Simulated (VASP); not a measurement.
Input of a VASP 6.6.1 run:

INCAR

```
PREC     = Accurate       # precision mode
ENCUT    = 600            # plane-wave cutoff, eV
EDIFF    = 1E-6           # SCF threshold, eV
ISMEAR   = 0              # smearing method
SIGMA    = 0.1            # smearing width, eV
LREAL    = False          # projectors in reciprocal space
LASPH    = True           # aspherical terms in the spheres
NELM     = 100            # most SCF steps
ALGO     = Normal         # electronic algorithm
ISIF     = 3              # what is computed and relaxed
LWAVE    = False          # write WAVECAR
LCHARG   = False          # write CHGCAR
GGA      = PE             # functional
IBRION   = 2              # ionic algorithm
NSW      = 90             # ionic steps
EDIFFG   = -0.04          # ionic threshold
```

KPOINTS

```
regular mesh
0
Gamma
  4 4 4
```

POSCAR

```
Sc2GaSbAs2
1.0
    4.4147970700      0.0000000000      0.0000000000
    0.0000000000      4.4147970700      0.0000000000
    0.0000000000      0.0000000000      7.3682041900
Sc Ga Sb As
2 1 1 2
Direct
    0.5000000000      0.0000000000      0.3182089900
    0.0000000000      0.5000000000      0.6817910100
    0.0000000000      0.0000000000      0.0000000000
    0.5000000000      0.5000000000      0.0000000000
    0.5000000000      0.0000000000      0.8291289800
    0.0000000000      0.5000000000      0.1708710200
```

Potentials or basis: VASP PAW PBE potentials, release 64 (Sc_sv, Ga_d, Sb, As).

Launch:

```bash
$ cat potpaw_PBE.64/Sc_sv/POTCAR potpaw_PBE.64/Ga_d/POTCAR potpaw_PBE.64/Sb/POTCAR potpaw_PBE.64/As/POTCAR > POTCAR
$ mpirun -np 1 vasp_std > vasp.out
```

(1) Estimate the relaxed cell.

(2) Estimate the space group after relaxing (to 0.1 Å).

Answers

(1) a = 5.303 Å, b = 5.303 Å, c = 5.387 Å, α = 90.00°, β = 90.00°, γ = 90.00°.

(2) P-4m2 (No. 115).

Caveat: a cell axis changed by over 15 % at a fixed basis, so the end point is rough.
